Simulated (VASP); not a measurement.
Wanted: the native input for a VASP 6.6.1 run.

```
Task                   : single point
Functional             : PBEsol
Potentials or basis    : VASP PAW PBE potentials, release 64 (Co, O)
Cutoff                 : 520 eV
k mesh                 : 24 × 24 × 24
Occupations            : gaussian, width 0.15 eV
Spin                   : collinear spin, ferromagnetic start
Starting moments       : [2.71, 0.36] μB
Dipole correction      : no
Further INCAR settings : ALGO = Fast; EDIFF = 1e-06; NBANDS = 18
```

The structure of CoO lies in POSCAR:

```
CoO
1.0
   -1.6244439210      1.6244439210      1.8159729614
    1.6244439210     -1.6244439210      1.8159729614
    1.6244439210      1.6244439210     -1.8159729614
Co O
1 1
Direct
    0.0000000000      0.0000000000      0.0000000000
    0.5000000000      0.5000000000      0.0000000000
```

This cell differs from its parent crystal: ratio of the length along z to the lengths across it x 0.8, volume and fractional coordinates fixed.

The input as run:

INCAR

```
SYSTEM = CoO
  ALGO = Fast
  EDIFF = 1E-6
  ENCUT = 520
  GGA = PS
  ISIF = 2
  ISMEAR = 0
  ISPIN = 2
  LASPH = .True.
  LCHARG = .False.
  LMAXMIX = 4
  LORBIT = 11
  LREAL = .False.
  LWAVE = .False.
  MAGMOM = 2.71 0.36
  NBANDS = 18
  NELM = 150
  PREC = Accurate
  SIGMA = 0.15
```

KPOINTS

```
k-points
0
Gamma
  24 24 24
  0 0 0
```

Potentials or basis: VASP PAW PBE potentials, release 64 (Co, O).

Launch:

```sh
$ cat potpaw_PBE.64/Co/POTCAR potpaw_PBE.64/O/POTCAR > POTCAR
$ mpirun -np 1 vasp_std > vasp.out
```

Results of the run:

| Item | Value |
| --- | --- |
| Pressure | 6.3 GPa |
| Net moment | 2.65 μB per cell |
| Site moments | Co +2.30; O +0.30 μB |
| Valence electrons inside the program's atomic spheres | Co 8.08; O 4.99 |

Caveat: the stress differs along the axes, from -3 to 26 GPa; the PAW data sets were made with another functional, which shifts forces and pressure a little; a cell with one magnetic atom can't hold antiferromagnetic order, which such compounds often take.

It took 24 min on 1 thread of Oxide Virtual Turin-like Processor, with other jobs on the host, peak memory 0.57 GiB.
